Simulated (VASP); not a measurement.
Runs of VASP 6.6.1 on P. The structure is that of space group P6/mmm (No. 191), or close to it. The cells are those of the table. The cell was built from a structure type or drawn by symmetry, and may not be a known phase.

```csv
task,cell,k mesh,cutoff (eV),gap on the mesh (eV),pressure (GPa),relaxed volume (Å³/atom)
single point,"a = 3.401, b = 3.401, c = 3.929 Å, angles 90.0, 90.0, 120.0°, 2 atoms",6 × 6 × 4,520,none,30.2,-
relaxation of cell and atoms,"relaxed from a = 4.035, b = 4.035, c = 2.504 Å, angles 90.0, 90.0, 120.0°, 2 atoms",6 × 6 × 6,600,none,0.0,17.34
relaxation of cell and atoms,"relaxed from a = 3.401, b = 3.401, c = 3.929 Å, angles 90.0, 90.0, 120.0°, 2 atoms",6 × 6 × 4,600,none,0.0,(a)
single point,"a = 4.035, b = 4.035, c = 2.504 Å, angles 90.0, 90.0, 120.0°, 2 atoms",6 × 6 × 4,520,none,-0.2,-
single point,"a = 4.097, b = 4.097, c = 2.357 Å, angles 90.0, 90.0, 120.0°, 2 atoms",18 × 18 × 24,520,none,-0.2,-
single point,"a = 4.171, b = 4.171, c = 2.308 Å, angles 90.0, 90.0, 120.0°, 2 atoms",6 × 6 × 6,520,none,-0.2,-
relaxation of cell and atoms,"relaxed from a = 4.171, b = 4.171, c = 2.308 Å, angles 90.0, 90.0, 120.0°, 2 atoms",18 × 18 × 24,600,none,0.0,17.07
```

Alike in all rows: level PBE; potentials or basis VASP PAW PBE potentials, release 64 (P); no spin polarisation; smearing gaussian 0.1 eV.

Fill in the values left out.

(a) 17.63.

Caveats: some runs use coarse meshes; this functional lacks dispersion, which binds the layers, so the pressure and a relaxed spacing across them are unreliable (at least some runs); a cell axis changed by over 15 % at a fixed basis, so the end point is rough (at least some runs).

A gap of «none» marks levels without a gap at the run's occupations.
